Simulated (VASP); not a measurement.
# TiO2 (P3_121) in VASP: single point with PBE+U

Aim: the single point of TiO2 with PBE+U.

Everything below comes from runs of VASP 6.6.1. Logs are shortened: lines on timing, memory, paths and dates and some standing lists are left out, and cuts for length are marked.

### Step 1. The cell of the first run

The typed cell holds 9 atoms: a = 5.774 Å, b = 5.774 Å, c = 6.345 Å, α = 90.00°, β = 90.00°, γ = 120.00°.

### Step 2. Single point, PBE+U

INCAR

```
SYSTEM = TiO2
ALGO     = Normal         ! electronic algorithm
EDIFF    = 1E-6           ! SCF threshold, eV
ENCUT    = 520            ! plane-wave cutoff, eV
GGA      = PE             ! functional
ISIF     = 2              ! what is computed and relaxed
ISMEAR   = -1             ! smearing method
LASPH    = .True.         ! aspherical terms in the spheres
LCHARG   = .False.        ! write CHGCAR
LDAU     = .True.         ! DFT+U
LDAUJ    = 0 0          
LDAUL    = 2 -1           ! shell
LDAUPRINT= 1            
LDAUTYPE = 2            
LDAUU    = 3 0            ! U, eV
LMAXMIX  = 4              ! l up to which the mixer works
LREAL    = .False.        ! projectors in reciprocal space
LWAVE    = .False.        ! write WAVECAR
NBANDS   = 46             ! bands
NELM     = 150            ! most SCF steps
PREC     = Accurate       ! precision mode
SIGMA    = 0.05           ! smearing width, eV
```

KPOINTS

```
k-points
0
Gamma
  6 6 5
  0 0 0
```

POSCAR

```
TiO2
1.0
    5.7740146716      0.0000000000      0.0000000000
   -2.8870073358      5.0004433874      0.0000000000
    0.0000000000      0.0000000000      6.3453732317
Ti O
3 6
Direct
    0.4999823769      0.0000000000      0.3333333333
    0.0000000000      0.4999823769      0.6666666667
    0.5000176231      0.5000176231      0.0000000000
    0.5733101939      0.7867427797      0.1665716116
    0.7865674142      0.2132572203      0.5000950550
    0.2134325858      0.4266898061      0.8332382783
    0.7867427797      0.5733101939      0.8334283884
    0.2132572203      0.7865674142      0.4999049450
    0.4266898061      0.2134325858      0.1667617217
```

Potentials or basis: VASP PAW PBE potentials, release 64 (Ti_sv, O).

The run is started by

```bash
$ cat potpaw_PBE.64/Ti_sv/POTCAR potpaw_PBE.64/O/POTCAR > POTCAR
$ mpirun -np 1 vasp_std > vasp.out
```

OUTCAR:

```text
SYSTEM = TiO2
   EDIFF = 1E-6
   ENCUT = 520
   GGA = PE
   ISIF = 2
   ISMEAR = -1
   LASPH = .True.
   LREAL = .False.
   NELM = 150
   PREC = Accurate

 ion  position               nearest neighbor table
   1  0.500  0.000  0.333-   9 1.83   8 1.83   4 1.83   5 1.83
   2  0.000  0.500  0.667-   6 1.83   5 1.83   8 1.83   7 1.83
   3  0.500  0.500  0.000-   4 1.83   7 1.83   9 1.83   6 1.83
   4  0.573  0.787  0.167-   3 1.83   1 1.83
   5  0.787  0.213  0.500-   2 1.83   1 1.83
   6  0.213  0.427  0.833-   2 1.83   3 1.83
   7  0.787  0.573  0.833-   3 1.83   2 1.83
   8  0.213  0.787  0.500-   1 1.83   2 1.83
   9  0.427  0.213  0.167-   1 1.83   3 1.83

  LATTYP: Found a hexagonal cell.
 ALAT       =     5.7740146716
 C/A-ratio  =     1.0989534306

  Lattice vectors:

 A1 = (   5.7740146716,   0.0000000000,   0.0000000000)
 A2 = (  -2.8870073358,   5.0004433874,   0.0000000000)
 A3 = (   0.0000000000,   0.0000000000,   6.3453732317)

Analysis of symmetry for initial positions (statically):
=====================================================================
 Subroutine PRICEL returns:
 Original cell was already a primitive cell.

 Routine SETGRP: Setting up the symmetry group for a
 hexagonal supercell.

 Subroutine GETGRP returns: Found  6 space group operations
 (whereof  2 operations were pure point group operations)
 out of a pool of 24 trial point group operations.

The static configuration has the point symmetry C_2 .
 The point group associated with its full space group is D_3 .

Analysis of symmetry for dynamics (positions and initial velocities):
=====================================================================
 Subroutine PRICEL returns:
 Original cell was already a primitive cell.

 Routine SETGRP: Setting up the symmetry group for a
 hexagonal supercell.

 Subroutine GETGRP returns: Found  6 space group operations
 (whereof  2 operations were pure point group operations)
 out of a pool of 24 trial point group operations.

The dynamic configuration has the point symmetry C_2 .
 The point group associated with its full space group is D_3 .

 Subroutine INISYM returns: Found  6 space group operations
 (whereof  2 operations are pure point group operations),
 and found     1 'primitive' translations

----------------------------------------------------------------------------------------

                                     Primitive cell

  volume of cell :     183.2076

  direct lattice vectors                    reciprocal lattice vectors
     5.774014672  0.000000000  0.000000000     0.173189723  0.099991133  0.000000000
    -2.887007336  5.000443387  0.000000000     0.000000000  0.199982266  0.000000000
     0.000000000  0.000000000  6.345373232     0.000000000  0.000000000  0.157595143

  length of vectors
     5.774014672  5.774014672  6.345373232     0.199982266  0.199982266  0.157595143

  position of ions in fractional coordinates (direct lattice)
     0.499982377  0.000000000  0.333333333
     0.000000000  0.499982377  0.666666667
     0.500017623  0.500017623  0.000000000
     0.573310194  0.786742780  0.166571612
     0.786567414  0.213257220  0.500095055
     0.213432586  0.426689806  0.833238278
     0.786742780  0.573310194  0.833428388
     0.213257220  0.786567414  0.499904945
[... 64 lines left out ...]
  0.500000  0.000000  0.400000      6.000000
  0.166667  0.166667  0.400000     12.000000
 [... further k-points ...]
   k-points           NKPTS =     27   k-points in BZ     NKDIM =     27   number of bands    NBANDS=     46
   number of dos      NEDOS =    301   number of ions     NIONS =      9
   total plane-waves  NPLWV = 110592
   dimension x,y,z NGX =    48 NGY =   48 NGZ =   48
   dimension x,y,z NGXF=    96 NGYF=   96 NGZF=   96
   ions per type =               3   6
   NGX,Y,Z   is equivalent  to a cutoff of  13.82, 13.82, 12.58 a.u.
   NGXF,Y,Z  is equivalent  to a cutoff of  27.64, 27.64, 25.15 a.u.
 SYSTEM =  TiO2
   PREC   = accura    normal or accurate (medium, high low for compatibility)
   ISTART =      0    job   : 0-new  1-cont  2-samecut
   ICHARG =      2    charge: 1-file 2-atom 10-const
   ISPIN  =      1    spin polarized calculation?
   LNONCOLLINEAR =      F non collinear calculations
   LSORBIT =      F    spin-orbit coupling
   LASPH  =      T    aspherical Exc in radial PAW
   ENCUT  =  520.0 eV  38.22 Ry    6.18 a.u.  10.74 10.74 11.80*2*pi/ulx,y,z
   NELM   =    150;   NELMIN=  2; NELMDL= -5     # of ELM steps
   EDIFF  = 0.1E-05   stopping-criterion for ELM
   LREAL  =      F    real-space projection
   EDIFFG = 0.1E-04   stopping-criterion for IOM
   NSW    =      0    number of steps for IOM
   IBRION =     -1    ionic relax: 0-MD 1-quasi-New 2-CG
   NFREE  =      0    steps in history (QN), initial steepest desc. (CG)
   ISIF   =      2    stress and relaxation
   ISYM   =      2    0-nonsym 1-usesym 2-fastsym
   POTIM  = 0.5000    time-step for ionic-motion
   TEBEG  =    0.0;   TEEND  =   0.0 temperature during run
   PSTRESS=    0.0 pullay stress
   NELECT =      72.0000    total number of electrons
   NUPDOWN=      -1.0000    fix difference up-down
   EMIN   =  10.00;   EMAX   =-10.00  energy-range for DOS
   EFERMI =   0.00;   METHOD = LEGACY
   ISMEAR =    -1;   SIGMA  =   0.05  broadening in eV -4-tet -1-fermi 0-gaus
   EFERMI_NEDOS =   21; number of points for ismear=-14 and -15
   IALGO  =     38    algorithm
   IMIX   =      4    mixing-type and parameters
     AMIX     =   0.40;   BMIX     =  1.00
     AMIX_MAG =   1.60;   BMIX_MAG =  1.00
  volume/ion in A,a.u.               =      20.36       137.37
  Fermi-wavevector in a.u.,A,eV,Ry     =   1.199143  2.266053 19.564430  1.437945
  Thomas-Fermi vector in A             =   2.335014
   LORBIT       =      0    0 simple, 1 ext, 2 COOP (PROOUT), +10 PAW based schemes
 LDA+U is selected, type is set to LDAUTYPE =  2
   angular momentum for each species LDAUL =     2   -1
   U (eV)           for each species LDAUU =   3.0  0.0
   J (eV)           for each species LDAUJ =   0.0  0.0
   GGA     = PE    functional components
   LHFCALC =     F    Hartree Fock is set to
   AEXX    =    0.0000 exact exchange contribution
   IVDW    =     0    specifies the selected vdW correction
   LEPSILON=     F    determine dielectric tensor
   LRPA    =     F    only Hartree local field effects (RPA)
 non-spin polarized calculation
  energy-cutoff  :      520.00
  volume of cell :      183.21
 maximum number of plane-waves:      4968
 NGX is ok and might be reduce to    48
   NGX = 21   NGY = 21   NGZ = 23

atom =   1  type =  1  l = 2

 onsite density matrix

spin component  1
[... 83 lines left out ...]
  o =  0.1242  v =  0.7983 -0.0001 -0.3877  0.0001 -0.4609  0.0000  0.0000  0.0000  0.0000  0.0000      0.0000  0.0000  0.0000  0.0000  0.0000  0.0000  0.0000  0.0000  0.0000  0.0000
  o =  0.1242  v =  0.0000  0.0000  0.0000  0.0000  0.0000  0.7983 -0.0001 -0.3877  0.0001 -0.4609      0.0000  0.0000  0.0000  0.0000  0.0000  0.0000  0.0000  0.0000  0.0000  0.0000
  o =  0.1277  v = -0.3357 -0.0004 -0.9218  0.0007  0.1938  0.0000  0.0000  0.0000  0.0000  0.0000      0.0000  0.0000  0.0000  0.0000  0.0000  0.0000  0.0000  0.0000  0.0000  0.0000
  o =  0.1277  v =  0.0000  0.0000  0.0000  0.0000  0.0000 -0.3357 -0.0004 -0.9218  0.0007  0.1938      0.0000  0.0000  0.0000  0.0000  0.0000  0.0000  0.0000  0.0000  0.0000  0.0000
  o =  0.2141  v = -0.0005 -0.8660  0.0000 -0.5000 -0.0010  0.0000  0.0000  0.0000  0.0000  0.0000      0.0000  0.0000  0.0000  0.0000  0.0000  0.0000  0.0000  0.0000  0.0000  0.0000
  o =  0.2141  v =  0.0000  0.0000  0.0000  0.0000  0.0000 -0.0005 -0.8660  0.0000 -0.5000 -0.0010      0.0000  0.0000  0.0000  0.0000  0.0000  0.0000  0.0000  0.0000  0.0000  0.0000
  o =  0.2217  v =  0.0000  0.0000  0.0000  0.0000  0.0000 -0.5000  0.0010  0.0000  0.0005 -0.8660      0.0000  0.0000  0.0000  0.0000  0.0000  0.0000  0.0000  0.0000  0.0000  0.0000
  o =  0.2217  v = -0.5000  0.0010  0.0000  0.0005 -0.8660  0.0000  0.0000  0.0000  0.0000  0.0000      0.0000  0.0000  0.0000  0.0000  0.0000  0.0000  0.0000  0.0000  0.0000  0.0000
  o =  0.2338  v =  0.0000  0.0000  0.0000  0.0000  0.0000  0.0002 -0.5000  0.0008  0.8660 -0.0001      0.0000  0.0000  0.0000  0.0000  0.0000  0.0000  0.0000  0.0000  0.0000  0.0000
  o =  0.2338  v =  0.0002 -0.5000  0.0008  0.8660 -0.0001  0.0000  0.0000  0.0000  0.0000  0.0000      0.0000  0.0000  0.0000  0.0000  0.0000  0.0000  0.0000  0.0000  0.0000  0.0000

 number of electron      71.9999990 magnetization

 Free energy of the ion-electron system (eV)
  ---------------------------------------------------
  ext. energy  EPLUGINS =         0.00000000
  ---------------------------------------------------
  free energy    TOTEN  =       -73.63471629 eV

  energy without entropy =      -73.63471629  energy(sigma->0) =      -73.63471629

 E-fermi :  -0.1375     XC(G=0):  -7.4891

 val. band max:       -1.4609742442   @ k =   0.0000   0.0000   0.4000
 cond. band min:       2.2496563502   @ k =   0.0000   0.0000   0.0000
 fundamental gap:      3.7106305945
 Fermi energy:        -0.1374596037

 k-point     1 :       0.0000    0.0000    0.0000
  band No.  band energies     occupation
      1     -57.6696      2.00000
      2     -57.6620      2.00000
      3     -57.6620      2.00000
      4     -34.0224      2.00000
      5     -34.0103      2.00000
      6     -34.0103      2.00000
[... 1165 lines left out ...]
     45       4.5384      0.00000
     46       4.6364      0.00000

 [... further k-points ...]

------------------------ aborting loop because EDIFF is reached ----------------------------------------

  FORCE on cell =-STRESS in cart. coord.  units (eV):
  Direction    XX          YY          ZZ          XY          YZ          ZX
  --------------------------------------------------------------------------------------
  -------------------------------------------------------------------------------------
  Total        2.9237584      2.9237584      2.9450426      0.0000000      0.0000000     -0.0000000
  in kB       25.5686910     25.5686910     25.7548241      0.0000000      0.0000000     -0.0000000
  external PRESSURE =      25.6307353 kB  Pullay stress =       0.0000000 kB

 VOLUME and BASIS-vectors are now :
 -----------------------------------------------------------------------------
  energy-cutoff  :      520.00
  volume of cell :      183.21
      direct lattice vectors                 reciprocal lattice vectors
     5.774014672  0.000000000  0.000000000     0.173189723  0.099991133  0.000000000
    -2.887007336  5.000443387  0.000000000     0.000000000  0.199982266  0.000000000
     0.000000000  0.000000000  6.345373232     0.000000000  0.000000000  0.157595143

 POSITION                                       TOTAL-FORCE (eV/Angst)
 -----------------------------------------------------------------------------------
      2.88691      0.00000      2.11512        -0.000981     -0.000000      0.000000
     -1.44345      2.50013      4.23025         0.000491     -0.000850      0.000000
      1.44355      2.50031      0.00000         0.000491      0.000850      0.000000
      1.03897      3.93406      1.05696         0.143190      0.082898      0.000165
      3.92598      1.06638      3.17329         0.143190     -0.082898     -0.000165
      0.00051      2.13364      5.28721         0.000196     -0.165455      0.000165
      2.88751      2.86681      5.28841         0.000196      0.165455     -0.000165
     -1.03948      3.93319      3.17208        -0.143387      0.082558      0.000165
      1.84753      1.06726      1.05817        -0.143387     -0.082558     -0.000165
 -----------------------------------------------------------------------------------
    total drift:                                0.000001     -0.000000     -0.000000

  FREE ENERGIE OF THE ION-ELECTRON SYSTEM (eV)
  ---------------------------------------------------
  free  energy   TOTEN  =       -73.6347162931 eV

  energy  without entropy=      -73.6347162931  energy(sigma->0) =      -73.63471629
```

Run time: 4.2 min. Hardware: 1 thread of Intel Xeon Platinum 8259CL at 2.50GHz (Skylake/Cascade Lake), shared host; peak memory 0.41 GiB.

What came out:

| Item | Value |
| --- | --- |
| Free energy | -73.6347 eV |
| Pressure | 2.6 GPa |
| Largest force | 0.165 eV/Å |
| Band gap on the k mesh | 3.71 eV (least direct gap 3.80 eV) |

Forces in eV/Å, atoms in the order of the input:
```
Ti  -0.001  0.000  0.000
Ti   0.000 -0.001  0.000
Ti   0.000  0.001  0.000
O    0.143  0.083  0.000
O    0.143 -0.083  0.000
O    0.000 -0.165  0.000
O    0.000  0.165  0.000
O   -0.143  0.083  0.000
O   -0.143 -0.083  0.000
```

Eigenvalues of the final occupation matrices:
| site | spin | trace | eigenvalues |
| --- | --- | --- | --- |
| site 1 d | 1 | 0.92 | 0.12 0.13 0.21 0.22 0.23 |
| site 1 d | 2 | 0.92 | 0.12 0.13 0.21 0.22 0.23 |
| site 2 d | 1 | 0.92 | 0.12 0.13 0.21 0.22 0.23 |
| site 2 d | 2 | 0.92 | 0.12 0.13 0.21 0.22 0.23 |
| site 3 d | 1 | 0.92 | 0.12 0.13 0.21 0.22 0.23 |
| site 3 d | 2 | 0.92 | 0.12 0.13 0.21 0.22 0.23 |
